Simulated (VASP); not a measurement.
# Pt (Fm-3m) in VASP: settings compared

The runs below take Pt through single point, with HSE06, revPBE+D3(BJ), PBEsol-based screened hybrid with 25 % exact exchange.

Everything below comes from runs of VASP 6.6.1. Logs are shortened: lines on timing, memory, paths and dates and some standing lists are left out, and cuts for length are marked.

### Step 1. The cell of the first run

Symmetry: Fm-3m, No. 225, cubic system. Conventional cell: a = 3.973 Å, b = 3.973 Å, c = 3.973 Å, α = 90.00°, β = 90.00°, γ = 90.00°. Within 3.7 Å of Pt (site symmetry m-3m) lie 12 Pt at 2.81 Å.

### Step 2. Single point, HSE06

POSCAR

```
Pt
1.0
    0.0000000000      1.9867042750      1.9867042750
    1.9867042750      0.0000000000      1.9867042750
    1.9867042750      1.9867042750      0.0000000000
Pt
1
Direct
    0.0000000000      0.0000000000      0.0000000000
```

INCAR.step1

```
SYSTEM = Pt
PREC = Accurate ; ENCUT = 520
EDIFF = 1E-5 ; ISMEAR = -1
SIGMA = 0.05 ; LREAL = .False.
LASPH = .True. ; NELM = 60
ALGO = Normal ; ISIF = 2
LWAVE = .True. ; LCHARG = .False.
GGA = PE ; NBANDS = 11
```

INCAR.step2

```
SYSTEM = Pt
PREC = Accurate ; ENCUT = 520
EDIFF = 1E-6 ; ISMEAR = -1
SIGMA = 0.05 ; LREAL = .False.
LASPH = .True. ; NELM = 60
ALGO = Normal ; ISIF = 2
LWAVE = .False. ; LCHARG = .False.
GGA = PE ; LHFCALC = .True.
HFSCREEN = 0.2079 ; PRECFOCK = Normal
ISTART = 1 ; NBANDS = 11
```

KPOINTS

```
Automatic mesh
0
Gamma
  8 8 8
  0 0 0
```

Potentials or basis: VASP PAW PBE potentials, release 64 (Pt).

Run with:

```console
$ cat potpaw_PBE.64/Pt/POTCAR > POTCAR
$ cp INCAR.step1 INCAR
$ mpirun -np 1 vasp_std > vasp.out
$ cp INCAR.step2 INCAR
$ mpirun -np 1 vasp_std > vasp.out
```

OUTCAR:

```text
SYSTEM = Pt
   PREC = Accurate
   ENCUT = 520
   EDIFF = 1E-6
   ISMEAR = -1
   LREAL = .False.
   LASPH = .True.
   NELM = 60
   ISIF = 2
   GGA = PE
   LHFCALC = .True.
   HFSCREEN = 0.2079
   PRECFOCK = Normal
   ISTART = 1

 ion  position               nearest neighbor table
   1  0.000  0.000  0.000-

  LATTYP: Found a face centered cubic cell.
 ALAT       =     3.9734085500

  Lattice vectors:

 A1 = (   0.0000000000,   1.9867042750,   1.9867042750)
 A2 = (   1.9867042750,   0.0000000000,   1.9867042750)
 A3 = (   1.9867042750,   1.9867042750,   0.0000000000)

Analysis of symmetry for initial positions (statically):
=====================================================================
 Subroutine PRICEL returns:
 Original cell was already a primitive cell.

 Routine SETGRP: Setting up the symmetry group for a
 face centered cubic supercell.

 Subroutine GETGRP returns: Found 48 space group operations
 (whereof 48 operations were pure point group operations)
 out of a pool of 48 trial point group operations.

The static configuration has the point symmetry O_h .

Analysis of symmetry for dynamics (positions and initial velocities):
=====================================================================
 Subroutine PRICEL returns:
 Original cell was already a primitive cell.

 Routine SETGRP: Setting up the symmetry group for a
 face centered cubic supercell.

 Subroutine GETGRP returns: Found 48 space group operations
 (whereof 48 operations were pure point group operations)
 out of a pool of 48 trial point group operations.

The dynamic configuration has the point symmetry O_h .

 Subroutine INISYM returns: Found 48 space group operations
 (whereof 48 operations are pure point group operations),
 and found     1 'primitive' translations

----------------------------------------------------------------------------------------

                                     Primitive cell

  volume of cell :      15.6830

  direct lattice vectors                    reciprocal lattice vectors
     0.000000000  1.986704275  1.986704275    -0.251673088  0.251673088  0.251673088
     1.986704275  0.000000000  1.986704275     0.251673088 -0.251673088  0.251673088
     1.986704275  1.986704275  0.000000000     0.251673088  0.251673088 -0.251673088

  length of vectors
     2.809624130  2.809624130  2.809624130     0.435910575  0.435910575  0.435910575

  position of ions in fractional coordinates (direct lattice)
     0.000000000  0.000000000  0.000000000

  ion indices of the primitive-cell ions
   primitive index   ion index
[... 83 lines left out ...]
   PSTRESS=    0.0 pullay stress
   NELECT =      10.0000    total number of electrons
   NUPDOWN=      -1.0000    fix difference up-down
   EMIN   =  10.00;   EMAX   =-10.00  energy-range for DOS
   EFERMI =   0.00;   METHOD = LEGACY
   ISMEAR =    -1;   SIGMA  =   0.05  broadening in eV -4-tet -1-fermi 0-gaus
   EFERMI_NEDOS =   21; number of points for ismear=-14 and -15
   IALGO  =     38    algorithm
   IMIX   =      1    mixing-type and parameters
     AMIX     =   0.40;   BMIX     =  1.00
     AMIX_MAG =   1.60;   BMIX_MAG =  1.00
  volume/ion in A,a.u.               =      15.68       105.83
  Fermi-wavevector in a.u.,A,eV,Ry     =   1.409067  2.662750 27.013952  1.985469
  Thomas-Fermi vector in A             =   2.531161
   LORBIT       =      0    0 simple, 1 ext, 2 COOP (PROOUT), +10 PAW based schemes
   GGA     = PE    functional components
   LHFCALC =     T    Hartree Fock is set to
   PRECFOCK=normal    Normal, Fast or Accurate (Low or Medium for compatibility)
   ENCUT4O =  -1.0   cutoff for four orbital integrals eV
   NKREDX  =     1    reduce k-point grid by
   NKREDY  =     1    reduce k-point grid by
   NKREDZ  =     1    reduce k-point grid by
   AEXX    =    0.2500 exact exchange contribution
   HFSCREEN=    0.2079 screening length (either q_TF or 0.3 A-1)
   HFSCREENC=   0.2079 screening length for correlation (either q_TF or 0.3 A-1)
   ENCUTFOCK=  -1.0 apply spherical cutoff to Coloumb kernel
   IVDW    =     0    specifies the selected vdW correction
   LEPSILON=     F    determine dielectric tensor
   LRPA    =     F    only Hartree local field effects (RPA)
 non-spin polarized calculation
  energy-cutoff  :      520.00
  volume of cell :       15.68
 maximum number of plane-waves:       444
 NGX is ok and might be reduce to    24
  NGX = 16; NGY = 16; NGZ = 16

 number of electron      10.0000002 magnetization

 Free energy of the ion-electron system (eV)
  ---------------------------------------------------
  ext. energy  EPLUGINS =         0.00000000
  ---------------------------------------------------
  free energy    TOTEN  =        -6.85912888 eV

  energy without entropy =       -6.84308882  energy(sigma->0) =       -6.85110885

 E-fermi :   9.8081     XC(G=0): -10.7954

 val. band max:        9.7895931933   @ k =  -0.2500   0.1250   0.0000
 cond. band min:       9.8305721679   @ k =   0.5000   0.0000   0.0000
 fundamental gap:      0.0409789747
 Fermi energy:         9.8081395413

 k-point     1 :       0.0000    0.0000    0.0000
  band No.  band energies     occupation
      1      -0.5935      2.00000
      2       5.7703      2.00000
      3       5.7703      2.00000
      4       5.7703      2.00000
      5       7.7539      2.00000
      6       7.7539      2.00000
      7      26.0328      0.00000
      8      30.9917      0.00000
      9      30.9917      0.00000
     10      30.9917      0.00000
     11      36.1598      0.00000
[... 309 lines left out ...]
 k-point    24 :      -0.3750    0.2500    0.1250
  band No.  band energies     occupation
      1       3.5830      2.00000
      2       4.6541      2.00000
      3       6.2861      2.00000
      4       6.8306      2.00000
      5       9.6420      1.93045
      6      14.9296      0.00000
      7      16.3464      0.00000
      8      25.7666      0.00000
      9      26.1551      0.00000
     10      30.4653      0.00000
     11      37.4910      0.00000

 [... further k-points ...]
[... 5 lines left out ...]
  --------------------------------------------------------------------------------------
  -------------------------------------------------------------------------------------
  Total       -0.8787939     -0.8787939     -0.8787939      0.0000000      0.0000000      0.0000000
  in kB      -89.7775854    -89.7775854    -89.7775854      0.0000000      0.0000000      0.0000000
  external PRESSURE =     -89.7775854 kB  Pullay stress =       0.0000000 kB

 VOLUME and BASIS-vectors are now :
 -----------------------------------------------------------------------------
  energy-cutoff  :      520.00
  volume of cell :       15.68
      direct lattice vectors                 reciprocal lattice vectors
     0.000000000  1.986704275  1.986704275    -0.251673088  0.251673088  0.251673088
     1.986704275  0.000000000  1.986704275     0.251673088 -0.251673088  0.251673088
     1.986704275  1.986704275  0.000000000     0.251673088  0.251673088 -0.251673088

 POSITION                                       TOTAL-FORCE (eV/Angst)
 -----------------------------------------------------------------------------------
      0.00000      0.00000      0.00000        -0.000000      0.000000     -0.000000
 -----------------------------------------------------------------------------------
    total drift:                               -0.000001     -0.000001     -0.000001

  FREE ENERGIE OF THE ION-ELECTRON SYSTEM (eV)
  ---------------------------------------------------
  free  energy   TOTEN  =        -6.8591288763 eV

  energy  without entropy=       -6.8430888198  energy(sigma->0) =       -6.85110885
```

OSZICAR.step1:

```text
N       E                     dE             d eps       ncg     rms          rms(c)
DAV:   1     0.394877243114E+02    0.39488E+02   -0.53599E+03   638   0.832E+02
DAV:   2    -0.594333593899E+01   -0.45431E+02   -0.43990E+02   745   0.174E+02
DAV:   3    -0.648905266493E+01   -0.54572E+00   -0.54174E+00   734   0.186E+01
DAV:   4    -0.649125272581E+01   -0.22001E-02   -0.21998E-02   740   0.138E+00
DAV:   5    -0.649127117852E+01   -0.18453E-04   -0.18451E-04   749   0.118E-01    0.115E+01
DAV:   6    -0.613137919556E+01    0.35989E+00   -0.83458E-01   680   0.730E+00    0.602E+00
DAV:   7    -0.609270808149E+01    0.38671E-01   -0.14483E-01   722   0.298E+00    0.242E+00
DAV:   8    -0.608962135701E+01    0.30867E-02   -0.51908E-03   689   0.613E-01    0.626E-01
DAV:   9    -0.608936908620E+01    0.25227E-03   -0.14956E-04   716   0.107E-01    0.627E-02
DAV:  10    -0.608937067419E+01   -0.15880E-05   -0.42562E-06   421   0.170E-02
   1 F= -.60893707E+01 E0= -.60813591E+01  d E =-.160232E-01
```

Run time: 27 min. Hardware: 1 thread of AMD EPYC 7R13 (Zen 3), shared host; peak memory 0.23 GiB.

What came out:

| Quantity | Value |
| --- | --- |
| Free energy | -6.8591 eV |
| Pressure | -9.0 GPa |
| Band gap on the k mesh | zero (bands 5 and 6 overlap by 2.82 eV) |

Caveat: the cell stands under tension; the PAW data sets were made with another functional, which shifts forces and pressure a little; spin-orbit coupling is left out, which moves the levels of the heavy elements.

### Step 3. Single point, revPBE+D3(BJ), non-collinear spin, typed start, spin-orbit coupling

This run uses another cell than the first one, of 15.08 Å³/atom.

INCAR

```
SYSTEM = Pt
ALGO = Fast
EDIFF = 1E-6
ENCUT = 520
GGA = RE
GGA_COMPAT = .False.
ISIF = 2
ISMEAR = -5
IVDW = 12
LASPH = .True.
LCHARG = .True.
LMAXMIX = 4
LORBIT = 11
LORBMOM = .True.
LREAL = .False.
LSORBIT = .True.
LVHAR = .True.
LWAVE = .False.
MAGMOM = -0.078 -0.449 0.29
NBANDS = 21
NELM = 150
PREC = Accurate
SIGMA = 0.05
```

KPOINTS

```
k-points
0
Gamma
  12 12 12
  0 0 0
```

POSCAR

```
Pt
1.0
    0.0000000000      1.9609000000      1.9609000000
    1.9609000000      0.0000000000      1.9609000000
    1.9609000000      1.9609000000      0.0000000000
Pt
1
Direct
    0.0000000000      0.0000000000      0.0000000000
```

Potentials or basis: VASP PAW PBE potentials, release 64 (Pt).

Run with:

```console
$ cat potpaw_PBE.64/Pt/POTCAR > POTCAR
$ mpirun -np 1 vasp_ncl > vasp.out
```

Run time: 4.9 min. Hardware: 1 thread of Intel Xeon 6975P-C (Granite Rapids), shared host; peak memory 0.52 GiB.

Results (log left out):

```
Free energy                                           : -7.4152 eV
Pressure                                              : -3.0 GPa
Net moment                                            : 0.00 μB per cell
Valence electrons inside the program's atomic spheres : Pt 9.30
Dispersion energy per atom                            : -1.470 eV
```

Moments on the atoms (μB; x, y, z):
```
Pt  0.00 0.00 0.00
```

Caveat: the dispersion term is far too large for a dense solid, which distorts pressure and volume; the PAW data sets were made with another functional, which shifts forces and pressure a little.

### Step 4. Single point, PBEsol-based screened hybrid with 25 % exact exchange

This run uses another cell than the first one, of 14.63 Å³/atom.

POSCAR

```
Pt
1.0
    0.0000000000      1.9411530099      1.9411530099
    1.9411530099      0.0000000000      1.9411530099
    1.9411530099      1.9411530099      0.0000000000
Pt
1
Direct
    0.0000000000      0.0000000000      0.0000000000
```

INCAR.step1

```
SYSTEM = Pt
  ALGO = Normal
  EDIFF = 1E-5
  ENCUT = 520
  GGA = PE
  ISIF = 2
  ISMEAR = -1
  LASPH = .TRUE.
  LCHARG = .FALSE.
  LREAL = .FALSE.
  LWAVE = .TRUE.
  NBANDS = 11
  NELM = 60
  PREC = Accurate
  SIGMA = 0.05
```

INCAR.step2

```
SYSTEM = Pt
  AEXX = 0.25
  ALGO = Normal
  EDIFF = 1E-6
  ENCUT = 520
  GGA = PS
  HFSCREEN = 0.207
  ISIF = 2
  ISMEAR = -1
  ISTART = 1
  LASPH = .TRUE.
  LCHARG = .FALSE.
  LHFCALC = .TRUE.
  LREAL = .FALSE.
  LWAVE = .FALSE.
  NBANDS = 11
  NELM = 60
  PREC = Accurate
  PRECFOCK = Normal
  SIGMA = 0.05
```

KPOINTS

```
k-points
0
G
  6 6 6
  0 0 0
```

Run with:

```console
$ cat potpaw_PBE.64/Pt/POTCAR > POTCAR
$ cp INCAR.step1 INCAR
$ mpirun -np 1 vasp_std > vasp.out
$ cp INCAR.step2 INCAR
$ mpirun -np 1 vasp_std > vasp.out
```

It took 6.3 min on 1 thread of AMD EPYC 7R13 (Zen 3), shared host; peak memory 0.19 GiB.

Results (log left out):

```yaml
Free_energy: -7.6278 eV
Pressure: 0.4 GPa
Band_gap_on_the_k_mesh: zero (bands 5 and 6 overlap by 3.11 eV)
```

Levels at points of the mesh, in eV from the Fermi level:
```
           k point  band 1  band 2  band 3  band 4  band 5  band 6  band 7  band 8  band 9  band 10
(0.00, 0.00, 0.00)  -11.37   -4.59   -4.59   -4.59   -2.32   -2.32   16.01   21.36   21.36    21.36
(0.50, 0.00, 0.00)   -8.42   -4.75   -4.75   -0.41    0.02    0.02    7.29   15.54   20.90    20.90
(0.50, 0.50, 0.00)   -8.34   -7.78   -0.32    0.72    0.72    2.21   10.66   12.81   12.81    22.20
```

Caveat: the k points lie up to 0.47 Å⁻¹ apart, too coarse for converged energies and pressures of a metal; the PAW data sets were made with another functional, which shifts forces and pressure a little; spin-orbit coupling is left out, which moves the levels of the heavy elements.

### Step 5. The runs side by side

```tsv
level	spin	cell	k mesh	smearing	grid for exact exchange (PRECFOCK)	share of exact exchange	screening parameter	gap on the mesh (eV)	pressure (GPa)
HSE06	off	a = 2.810 Å, angles 60.0°, 1 atom	8 × 8 × 8	fermi-dirac 0.05 eV	Normal	0.25	0.2079 1/Å	none	-9.0
revPBE+D3(BJ)	non-collinear, typed start, SOC	a = 2.773 Å, angles 60.0°, 1 atom	12 × 12 × 12	tetrahedron	-	-	-	-	-3.0
PBEsol-based screened hybrid with 25 % exact exchange	off	a = 2.745 Å, angles 60.0°, 1 atom	6 × 6 × 6	fermi-dirac 0.05 eV	Normal	0.25	0.207 1/Å	none	0.4
```

Alike in all rows: task single point; potentials or basis VASP PAW PBE potentials, release 64 (Pt); cutoff (eV) 520.

Caveats: some runs use coarse meshes; the PAW data sets were made with another functional, which shifts forces and pressure a little; spin-orbit coupling is left out, which moves the levels of the heavy elements (at least some runs); the cell stands under tension (at least some runs); the dispersion term is far too large for a dense solid, which distorts pressure and volume (at least some runs).

Total energies depend on the potentials used, so only differences within one code and one set of settings carry meaning.

The gap in the log of VASP goes by the Fermi energy; the results here count the filled bands.